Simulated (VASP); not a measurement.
# Si8GeSb3S2 in VASP: notebook, part 2 of 2

VASP 6.6.1.

### Step 5. Single point, PBE+D3(BJ)

INCAR reads:

```
SYSTEM = Si8GeSb3S2
PREC     = Accurate       ! precision mode
ENCUT    = 520            ! plane-wave cutoff, eV
EDIFF    = 1E-6           ! SCF threshold, eV
ISMEAR   = -1             ! smearing method
SIGMA    = 0.0655         ! smearing width, eV
LREAL    = .False.        ! projectors in reciprocal space
LASPH    = .True.         ! aspherical terms in the spheres
NELM     = 100            ! most SCF steps
ALGO     = Normal         ! electronic algorithm
ISIF     = 2              ! what is computed and relaxed
LWAVE    = .False.        ! write WAVECAR
LCHARG   = .True.         ! write CHGCAR
GGA      = PE             ! functional
IVDW     = 12             ! dispersion correction
LELF     = .True.         ! ELF
LVHAR    = .True.       
NBANDS   = 50             ! bands
ISYM     = 0
```

KPOINTS reads:

```
Automatic mesh
0
Gamma
  1 1 1
  0.25 0.25 0.25
```

POSCAR reads:

```
Si8GeSb3S2
1.0
    6.9844320000     -0.0408370000     -0.0068710000
   -0.0408370000      6.8442120000     -0.2202700000
   -0.0068710000     -0.2202700000      7.0988770000
Ge S Sb Si
1 2 3 8
Direct
    0.4633648122      0.5145404589      0.7816523101
    0.7338122759      0.5635378342      0.5623267600
    0.3201772656      0.5937165829      0.2425753946
    0.0409150497      0.2903137668      0.5835888607
    0.0647098208      0.3806363367      0.0294421761
    0.9342886005      1.0294875868      0.2268976808
    0.2841221665      0.7512945066      0.5260279681
    0.5031495037      0.7956899304      0.0691172366
    0.8942369687      0.8018568774      0.6850343113
    0.5569455166      0.1572037870      0.2829802588
    0.4113379934      1.0916285277      0.5430665046
    0.6452250440      0.0468904502      0.7854139325
    0.3599023019      1.1134471116      1.0143085849
    0.8258853238      0.6659838034      0.0285406988
```

Potentials or basis: VASP PAW PBE potentials, release 64 (Ge_d, S, Sb, Si).

Started as:

```sh
> cat potpaw_PBE.64/Ge_d/POTCAR potpaw_PBE.64/S/POTCAR potpaw_PBE.64/Sb/POTCAR potpaw_PBE.64/Si/POTCAR > POTCAR
> mpirun -np 1 vasp_std > vasp.out
```

OUTCAR:

```text
SYSTEM = Si8GeSb3S2
   PREC = Accurate
   ENCUT = 520
   EDIFF = 1E-6
   ISMEAR = -1
   LREAL = .False.
   LASPH = .True.
   NELM = 100
   ISIF = 2
   GGA = PE
   IVDW = 12
   ISYM = 0
 IVDW          = 12

 ion  position               nearest neighbor table
   1  0.463  0.515  0.782-   2 2.48   8 2.73   7 2.81
   2  0.734  0.564  0.562-   9 2.11   1 2.48   4 2.87
   3  0.320  0.594  0.243-   7 2.24   8 2.29   5 2.69
   4  0.041  0.290  0.584-   2 2.87  11 2.94   6 3.09   5 3.19
   5  0.065  0.381  0.029-  14 2.58   3 2.69  13 2.77   6 2.99   4 3.19
   6  0.934  0.029  0.227-  10 2.81  14 2.87   5 2.99   4 3.09  13 3.40
   7  0.284  0.751  0.526-   3 2.24  11 2.48   1 2.81   9 2.97
   8  0.503  0.796  0.069-   3 2.29  14 2.44  13 2.46   1 2.73  10 2.84  12 2.90
   9  0.894  0.802  0.685-   2 2.11  12 2.50  14 2.71   7 2.97
  10  0.557  0.157  0.283-  11 2.18  13 2.35   6 2.81   8 2.84
  11  0.411  0.092  0.543-  10 2.18  12 2.41   7 2.48   4 2.94
[... 207 lines left out ...]

------------------------ aborting loop because EDIFF is reached ----------------------------------------

 Edisp (eV)   -4.93792

 E8    (eV) :    -2.0877

  FORCE on cell =-STRESS in cart. coord.  units (eV):
  Direction    XX          YY          ZZ          XY          YZ          ZX
  --------------------------------------------------------------------------------------
  -------------------------------------------------------------------------------------
  Total      -9.97468    -7.83422    -2.87928     7.95532     2.73606     7.65206
  in kB     -47.14277   -37.02642   -13.60819    37.59876    12.93130    36.16549
  external pressure =      -32.59 kB  Pullay stress =        0.00 kB

 VOLUME and BASIS-vectors are now :
 -----------------------------------------------------------------------------
  energy-cutoff  :      520.00
  volume of cell :      339.00
      direct lattice vectors                 reciprocal lattice vectors
     6.984432000 -0.040837000 -0.006871000     0.143180754  0.000859628  0.000165258
    -0.040837000  6.844212000 -0.220270000     0.000859628  0.146260071  0.004539114
    -0.006871000 -0.220270000  7.098877000     0.000165258  0.004539114  0.141008355

 POSITION                                       TOTAL-FORCE (eV/Angst)
 -----------------------------------------------------------------------------------
      3.20996      3.33053      5.43233         0.067119      0.360217     -0.332821
      5.09839      3.70314      3.86272        -1.470275     -1.036419     -0.991207
      2.21034      3.99702      1.58903         0.567418      0.992552      0.511283
      0.26990      1.85675      4.07860         0.452107     -0.181829      0.057189
      0.43621      2.59603      0.12472        -0.213956     -0.853847     -0.483151
      6.52271      0.11369      1.59780        -0.061130     -0.140383      0.556749
      1.95014      5.01455      3.56677        -0.242574      0.129734      0.408919
      3.48125      5.41010      0.31193        -0.266739     -0.568392     -0.155573
      6.20828      5.30067      4.68021         0.954802      0.497243      0.565012
      3.88158      0.99086      1.97039         1.204670      0.346335     -1.463401
      2.86549      0.49071      3.83215        -0.762102     -0.876103      1.651224
      4.49922      0.12158      5.56080        -0.243599      0.730676     -0.538272
      2.50898      0.75861      0.07411         0.657327     -0.727265      0.003436
      5.74095      4.51812      0.05024        -0.643069      1.327482      0.210613
 -----------------------------------------------------------------------------------
    total drift:                                0.000794     -0.000260     -0.000267

  FREE ENERGIE OF THE ION-ELECTRON SYSTEM (eV)
  ---------------------------------------------------
  free  energy   TOTEN  =       -68.3322280615 eV

  energy  without entropy=      -68.2408197928  energy(sigma->0) =      -68.28652393
```

stdout:

```text
POSCAR found type information on POSCAR GeS SbSi
 POSCAR found :  4 types and      14 ions
 scaLAPACK will be used
 LDA part: xc-table for (Slater+PW92), standard interpolation
 POSCAR, INCAR and KPOINTS ok, starting setup
 FFT: planning ... GRIDC
 FFT: planning ... GRID_SOFT
 FFT: planning ... GRID
 WAVECAR not read
 entering main loop
```

Wall time 42 s (1 thread of Intel Xeon Platinum 8488C (Sapphire Rapids), shared host); peak memory 0.38 GiB.

What came out:

```yaml
Free_energy: -68.3322 eV
Pressure: -3.3 GPa
Largest_force: 2.054 eV/Å
Dispersion_energy_per_atom: -0.353 eV
```

Forces on the atoms (eV/Å):
```
Ge   0.067  0.360 -0.333
S   -1.470 -1.036 -0.991
S    0.567  0.993  0.511
Sb   0.452 -0.182  0.057
Sb  -0.214 -0.854 -0.483
Sb  -0.061 -0.140  0.557
Si  -0.243  0.130  0.409
Si  -0.267 -0.568 -0.156
Si   0.955  0.497  0.565
Si   1.205  0.346 -1.463
Si  -0.762 -0.876  1.651
Si  -0.244  0.731 -0.538
Si   0.657 -0.727  0.003
Si  -0.643  1.327  0.211
```

Stress tensor (GPa, compression positive):
```
-4.71  3.76  3.62
 3.76 -3.70  1.29
 3.62  1.29 -1.36
```

Caveat: the k points lie up to 0.92 Å⁻¹ apart.
